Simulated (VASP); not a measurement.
# Li2S (Fm-3m) in VASP: notebook

The runs below take Li2S through single point, with PBE, LDA.

Program: VASP 6.6.1. These are calculated values, not measurements. Logs are shortened: lines on timing, memory, paths and dates and some standing lists are left out, and cuts for length are marked.

**1. The cell of the first run**

The structure is cubic, space group Fm-3m (No. 225). The conventional cell has a = 5.691 Å, b = 5.691 Å, c = 5.691 Å, α = 90.00°, β = 90.00°, γ = 90.00°. Li (site symmetry -43m) has 4 S at 2.46 Å and 6 Li at 2.85 Å within 3.3 Å. S (site symmetry m-3m) has 8 Li at 2.46 Å within 3.3 Å.

**2. Single point, PBE**

Input file INCAR:

```
ALGO     = Normal         # electronic algorithm
EDIFF    = 1E-6           # SCF threshold, eV
ENCUT    = 750            # plane-wave cutoff, eV
GGA      = PE             # functional
GGA_COMPAT= F            
ISIF     = 2              # what is computed and relaxed
ISMEAR   = 0              # smearing method
LASPH    = T              # aspherical terms in the spheres
LCHARG   = F              # write CHGCAR
LREAL    = F              # projectors in reciprocal space
LWAVE    = F              # write WAVECAR
NBANDS   = 13             # bands
NELM     = 120            # most SCF steps
PREC     = Accurate       # precision mode
SIGMA    = 0.01           # smearing width, eV
```

Input file KPOINTS:

```
k-points
0
Gamma
  4 4 4
```

Input file POSCAR:

```
Li2S
1.0
    0.0000000000      2.8452944197      2.8452944197
    2.8452944197      0.0000000000      2.8452944197
    2.8452944197      2.8452944197      0.0000000000
Li S
2 1
Direct
    0.2500000000      0.2500000000      0.2500000000
    0.7500000000      0.7500000000      0.7500000000
    0.0000000000      0.0000000000      0.0000000000
```

Potentials or basis: VASP PAW PBE potentials, release 64 (Li_sv, S).

The run is started by

```console
cat potpaw_PBE.64/Li_sv/POTCAR potpaw_PBE.64/S/POTCAR > POTCAR
mpirun -np 1 vasp_std > vasp.out
```

OUTCAR:

```text
EDIFF = 1E-6
   ENCUT = 750
   GGA = PE
   ISIF = 2
   ISMEAR = 0
   LASPH = T
   LREAL = F
   NELM = 120
   PREC = Accurate

 ion  position               nearest neighbor table
   1  0.250  0.250  0.250-   3 2.46   3 2.46   3 2.46   3 2.46
   2  0.750  0.750  0.750-   3 2.46   3 2.46   3 2.46   3 2.46
   3  0.000  0.000  0.000-   2 2.46   2 2.46   2 2.46   1 2.46   2 2.46   1 2.46   1 2.46   1 2.46

  LATTYP: Found a face centered cubic cell.
 ALAT       =     5.6905888394

  Lattice vectors:

 A1 = (   0.0000000000,   2.8452944197,   2.8452944197)
 A2 = (   2.8452944197,   0.0000000000,   2.8452944197)
 A3 = (   2.8452944197,   2.8452944197,   0.0000000000)

Analysis of symmetry for initial positions (statically):
=====================================================================
 Subroutine PRICEL returns:
 Original cell was already a primitive cell.

 Routine SETGRP: Setting up the symmetry group for a
 face centered cubic supercell.

 Subroutine GETGRP returns: Found 48 space group operations
 (whereof 48 operations were pure point group operations)
 out of a pool of 48 trial point group operations.

The static configuration has the point symmetry O_h .

Analysis of symmetry for dynamics (positions and initial velocities):
=====================================================================
 Subroutine PRICEL returns:
 Original cell was already a primitive cell.

 Routine SETGRP: Setting up the symmetry group for a
 face centered cubic supercell.

 Subroutine GETGRP returns: Found 48 space group operations
 (whereof 48 operations were pure point group operations)
 out of a pool of 48 trial point group operations.

The dynamic configuration has the point symmetry O_h .

 Subroutine INISYM returns: Found 48 space group operations
 (whereof 48 operations are pure point group operations),
 and found     1 'primitive' translations

----------------------------------------------------------------------------------------

                                     Primitive cell

  volume of cell :      46.0693

  direct lattice vectors                    reciprocal lattice vectors
     0.000000000  2.845294420  2.845294420    -0.175728739  0.175728739  0.175728739
     2.845294420  0.000000000  2.845294420     0.175728739 -0.175728739  0.175728739
     2.845294420  2.845294420  0.000000000     0.175728739  0.175728739 -0.175728739

  length of vectors
[... 77 lines left out ...]
   PSTRESS=    0.0 pullay stress
   NELECT =      12.0000    total number of electrons
   NUPDOWN=      -1.0000    fix difference up-down
   EMIN   =  10.00;   EMAX   =-10.00  energy-range for DOS
   EFERMI =   0.00;   METHOD = LEGACY
   ISMEAR =     0;   SIGMA  =   0.01  broadening in eV -4-tet -1-fermi 0-gaus
   EFERMI_NEDOS =   21; number of points for ismear=-14 and -15
   IALGO  =     38    algorithm
   IMIX   =      4    mixing-type and parameters
     AMIX     =   0.40;   BMIX     =  1.00
     AMIX_MAG =   1.60;   BMIX_MAG =  1.00
  volume/ion in A,a.u.               =      15.36       103.63
  Fermi-wavevector in a.u.,A,eV,Ry     =   1.045518  1.975742 14.872626  1.093107
  Thomas-Fermi vector in A             =   2.180317
   LORBIT       =      0    0 simple, 1 ext, 2 COOP (PROOUT), +10 PAW based schemes
   GGA     = PE    functional components
   LHFCALC =     F    Hartree Fock is set to
   AEXX    =    0.0000 exact exchange contribution
   IVDW    =     0    specifies the selected vdW correction
   LEPSILON=     F    determine dielectric tensor
   LRPA    =     F    only Hartree local field effects (RPA)
 non-spin polarized calculation
 Gauss-broadening in eV      SIGMA  =   0.01
  energy-cutoff  :      750.00
  volume of cell :       46.07
 maximum number of plane-waves:      2180
   NGX = 17   NGY = 17   NGZ = 17

 number of electron      11.9999998 magnetization

 Free energy of the ion-electron system (eV)
  ---------------------------------------------------
  ext. energy  EPLUGINS =         0.00000000
  ---------------------------------------------------
  free energy    TOTEN  =       -11.98652821 eV

  energy without entropy =      -11.98652821  energy(sigma->0) =      -11.98652821

 E-fermi :   1.5901     XC(G=0):  -8.5198

 val. band max:        1.4935411333   @ k =   0.0000   0.0000   0.0000
 cond. band min:       4.8773370864   @ k =   0.5000   0.5000   0.0000
 fundamental gap:      3.3837959530
 Fermi energy:         1.5900597101

 k-point     1 :       0.0000    0.0000    0.0000
  band No.  band energies     occupation
      1     -42.6800      2.00000
      2     -42.6368      2.00000
      3      -9.5409      2.00000
      4       1.4935      2.00000
      5       1.4935      2.00000
      6       1.4935      2.00000
      7       5.7806      0.00000
      8       7.7211      0.00000
      9       7.7211      0.00000
     10       7.7211      0.00000
     11      12.6800      0.00000
     12      12.6800      0.00000
     13      13.9364      0.00000
[... 98 lines left out ...]
  band No.  band energies     occupation
      1     -42.6573      2.00000
      2     -42.6573      2.00000
      3      -8.9654      2.00000
      4      -0.3407      2.00000
      5      -0.3407      2.00000
      6      -0.2741      2.00000
      7       6.9735      0.00000
      8       8.7937      0.00000
      9      10.3947      0.00000
     10      10.3947      0.00000
     11      13.4393      0.00000
     12      13.4393      0.00000
     13      14.1524      0.00000

------------------------ aborting loop because EDIFF is reached ----------------------------------------

  FORCE on cell =-STRESS in cart. coord.  units (eV):
  Direction    XX          YY          ZZ          XY          YZ          ZX
  --------------------------------------------------------------------------------------
  -------------------------------------------------------------------------------------
  Total        0.0719646      0.0719646      0.0719646     -0.0000000     -0.0000000      0.0000000
  in kB        2.5027516      2.5027516      2.5027516     -0.0000000     -0.0000000      0.0000000
  external PRESSURE =       2.5027516 kB  Pullay stress =       0.0000000 kB

 VOLUME and BASIS-vectors are now :
 -----------------------------------------------------------------------------
  energy-cutoff  :      750.00
  volume of cell :       46.07
      direct lattice vectors                 reciprocal lattice vectors
     0.000000000  2.845294420  2.845294420    -0.175728739  0.175728739  0.175728739
     2.845294420  0.000000000  2.845294420     0.175728739 -0.175728739  0.175728739
     2.845294420  2.845294420  0.000000000     0.175728739  0.175728739 -0.175728739

 POSITION                                       TOTAL-FORCE (eV/Angst)
 -----------------------------------------------------------------------------------
      1.42265      1.42265      1.42265        -0.000000      0.000000     -0.000000
      4.26794      4.26794      4.26794        -0.000000     -0.000000     -0.000000
      0.00000      0.00000      0.00000         0.000000      0.000000      0.000000
 -----------------------------------------------------------------------------------
    total drift:                                0.000000      0.000000      0.000000

  FREE ENERGIE OF THE ION-ELECTRON SYSTEM (eV)
  ---------------------------------------------------
  free  energy   TOTEN  =       -11.9865282108 eV

  energy  without entropy=      -11.9865282108  energy(sigma->0) =      -11.98652821
```

It took 8.1 s on 1 thread of AMD EPYC 7R13 (Zen 3), shared host; peak memory 0.16 GiB.

What came out:

- Free energy: -11.9865 eV
- Pressure: 0.3 GPa
- Band gap on the k mesh: 3.38 eV (least direct gap 4.29 eV)

Caveat: the k points lie up to 0.48 Å⁻¹ apart. A k mesh can miss the band edges.

**3. Single point, LDA**

Input file INCAR:

```
SYSTEM = Li2S
PREC = Accurate
ENCUT = 750
EDIFF = 1E-6
ISMEAR = 0
SIGMA = 0.01
LREAL = .False.
LASPH = .True.
NELM = 120
ALGO = Normal
ISIF = 2
LWAVE = .False.
LCHARG = .False.
NBANDS = 13
GGA_COMPAT = .False.
```

Input file KPOINTS:

```
regular mesh
0
Gamma
  4 4 4
  0 0 0
```

POSCAR is that of step 2.

Potentials or basis: VASP PAW LDA potentials, release 64 (Li_sv, S).

The run is started by

```console
cat potpaw_LDA.64/Li_sv/POTCAR potpaw_LDA.64/S/POTCAR > POTCAR
mpirun -np 1 vasp_std > vasp.out
```

OUTCAR:

```text
SYSTEM = Li2S
   PREC = Accurate
   ENCUT = 750
   EDIFF = 1E-6
   ISMEAR = 0
   LREAL = .False.
   LASPH = .True.
   NELM = 120
   ISIF = 2

 ion  position               nearest neighbor table
   1  0.250  0.250  0.250-   3 2.46   3 2.46   3 2.46   3 2.46
   2  0.750  0.750  0.750-   3 2.46   3 2.46   3 2.46   3 2.46
   3  0.000  0.000  0.000-   2 2.46   2 2.46   2 2.46   1 2.46   2 2.46   1 2.46   1 2.46   1 2.46

  LATTYP: Found a face centered cubic cell.
 ALAT       =     5.6905888394

  Lattice vectors:

 A1 = (   0.0000000000,   2.8452944197,   2.8452944197)
 A2 = (   2.8452944197,   0.0000000000,   2.8452944197)
 A3 = (   2.8452944197,   2.8452944197,   0.0000000000)

Analysis of symmetry for initial positions (statically):
=====================================================================
 Subroutine PRICEL returns:
 Original cell was already a primitive cell.

 Routine SETGRP: Setting up the symmetry group for a
 face centered cubic supercell.

 Subroutine GETGRP returns: Found 48 space group operations
 (whereof 48 operations were pure point group operations)
 out of a pool of 48 trial point group operations.

The static configuration has the point symmetry O_h .

Analysis of symmetry for dynamics (positions and initial velocities):
=====================================================================
 Subroutine PRICEL returns:
 Original cell was already a primitive cell.

 Routine SETGRP: Setting up the symmetry group for a
 face centered cubic supercell.

 Subroutine GETGRP returns: Found 48 space group operations
 (whereof 48 operations were pure point group operations)
 out of a pool of 48 trial point group operations.

The dynamic configuration has the point symmetry O_h .

 Subroutine INISYM returns: Found 48 space group operations
 (whereof 48 operations are pure point group operations),
 and found     1 'primitive' translations

----------------------------------------------------------------------------------------

                                     Primitive cell
[... 107 lines left out ...]
 non-spin polarized calculation
 Gauss-broadening in eV      SIGMA  =   0.01
  energy-cutoff  :      750.00
  volume of cell :       46.07
 maximum number of plane-waves:      2180
   NGX = 17   NGY = 17   NGZ = 17

 number of electron      11.9999998 magnetization

 Free energy of the ion-electron system (eV)
  ---------------------------------------------------
  ext. energy  EPLUGINS =         0.00000000
  ---------------------------------------------------
  free energy    TOTEN  =       -12.97907895 eV

  energy without entropy =      -12.97907895  energy(sigma->0) =      -12.97907895

 E-fermi :   1.5169     XC(G=0):  -8.8353

 val. band max:        1.4142388824   @ k =   0.0000   0.0000   0.0000
 cond. band min:       4.5751349711   @ k =   0.5000   0.5000   0.0000
 fundamental gap:      3.1608960888
 Fermi energy:         1.5169298941

 k-point     1 :       0.0000    0.0000    0.0000
  band No.  band energies     occupation
      1     -41.7871      2.00000
      2     -41.7381      2.00000
      3      -9.5703      2.00000
      4       1.4142      2.00000
      5       1.4142      2.00000
      6       1.4142      2.00000
      7       5.4929      0.00000
      8       7.4268      0.00000
      9       7.4268      0.00000
     10       7.4268      0.00000
     11      12.5426      0.00000
     12      12.5426      0.00000
     13      13.5580      0.00000
[... 98 lines left out ...]
  band No.  band energies     occupation
      1     -41.7613      2.00000
      2     -41.7613      2.00000
      3      -8.9915      2.00000
      4      -0.4551      2.00000
      5      -0.4551      2.00000
      6      -0.4215      2.00000
      7       6.7272      0.00000
      8       8.4659      0.00000
      9      10.1850      0.00000
     10      10.1850      0.00000
     11      13.0870      0.00000
     12      13.0870      0.00000
     13      13.9457      0.00000

------------------------ aborting loop because EDIFF is reached ----------------------------------------

  FORCE on cell =-STRESS in cart. coord.  units (eV):
  Direction    XX          YY          ZZ          XY          YZ          ZX
  --------------------------------------------------------------------------------------
  -------------------------------------------------------------------------------------
  Total       -0.7787387     -0.7787387     -0.7787387     -0.0000000     -0.0000000     -0.0000000
  in kB      -27.0826203    -27.0826203    -27.0826203     -0.0000000     -0.0000000     -0.0000000
  external PRESSURE =     -27.0826203 kB  Pullay stress =       0.0000000 kB

 VOLUME and BASIS-vectors are now :
 -----------------------------------------------------------------------------
  energy-cutoff  :      750.00
  volume of cell :       46.07
      direct lattice vectors                 reciprocal lattice vectors
     0.000000000  2.845294420  2.845294420    -0.175728739  0.175728739  0.175728739
     2.845294420  0.000000000  2.845294420     0.175728739 -0.175728739  0.175728739
     2.845294420  2.845294420  0.000000000     0.175728739  0.175728739 -0.175728739

 POSITION                                       TOTAL-FORCE (eV/Angst)
 -----------------------------------------------------------------------------------
      1.42265      1.42265      1.42265         0.000000      0.000000      0.000000
      4.26794      4.26794      4.26794        -0.000000     -0.000000     -0.000000
      0.00000      0.00000      0.00000        -0.000000      0.000000     -0.000000
 -----------------------------------------------------------------------------------
    total drift:                                0.000000      0.000000      0.000000

  FREE ENERGIE OF THE ION-ELECTRON SYSTEM (eV)
  ---------------------------------------------------
  free  energy   TOTEN  =       -12.9790789481 eV

  energy  without entropy=      -12.9790789481  energy(sigma->0) =      -12.97907895
```

OSZICAR:

```text
N       E                     dE             d eps       ncg     rms          rms(c)
DAV:   1     0.492459447932E+02    0.49246E+02   -0.68060E+03   208   0.116E+03
DAV:   2    -0.525411601992E+01   -0.54500E+02   -0.52194E+02   261   0.219E+02
DAV:   3    -0.131305872955E+02   -0.78765E+01   -0.78259E+01   400   0.511E+01
DAV:   4    -0.133201350342E+02   -0.18955E+00   -0.18951E+00   277   0.111E+01
DAV:   5    -0.133249929977E+02   -0.48580E-02   -0.48576E-02   347   0.135E+00    0.388E+00
DAV:   6    -0.130147574078E+02    0.31024E+00   -0.49687E-01   241   0.275E+00    0.281E+00
DAV:   7    -0.129810943983E+02    0.33663E-01   -0.11187E-01   298   0.143E+00    0.166E+00
DAV:   8    -0.129796203745E+02    0.14740E-02   -0.18859E-02   288   0.756E-01    0.757E-01
DAV:   9    -0.129791269136E+02    0.49346E-03   -0.62823E-04   285   0.138E-01    0.453E-01
DAV:  10    -0.129790783677E+02    0.48546E-04   -0.43042E-04   228   0.105E-01    0.102E-01
DAV:  11    -0.129790790437E+02   -0.67592E-06   -0.22483E-05   300   0.342E-02    0.629E-02
DAV:  12    -0.129790789481E+02    0.95528E-07   -0.26611E-06   258   0.113E-02
   1 F= -.12979079E+02 E0= -.12979079E+02  d E =-.420728E-49
```

stdout:

```text
POSCAR found type information on POSCAR LiS
 POSCAR found :  2 types and       3 ions
 scaLAPACK will be used
 LDA part: xc-table for (Slater(with rela. corr.)+CA(PZ))
 , standard interpolation
 POSCAR, INCAR and KPOINTS ok, starting setup
 FFT: planning ... GRIDC
 FFT: planning ... GRID_SOFT
 FFT: planning ... GRID
 WAVECAR not read
 entering main loop
```

Run time: 6.3 s. Hardware: 1 thread of AMD EPYC 7R13 (Zen 3), shared host; peak memory 0.13 GiB.

Results:

```yaml
Free_energy: -12.9791 eV
Pressure: -2.7 GPa
Band_gap_on_the_k_mesh: 3.16 eV (least direct gap 4.08 eV)
```

Levels at points of the mesh, in eV from the valence-band top:
```tsv
k point	band 4	band 5	band 6	band 7	band 8	band 9
(0.00, 0.00, 0.00)	0.00	0.00	0.00	4.08	6.01	6.01
(0.50, 0.00, 0.00)	-2.95	-0.53	-0.53	5.94	6.37	6.37
(0.50, 0.50, 0.00)	-2.20	-1.47	-1.47	3.16	6.97	10.85
```

Caveat: the k points lie up to 0.48 Å⁻¹ apart.
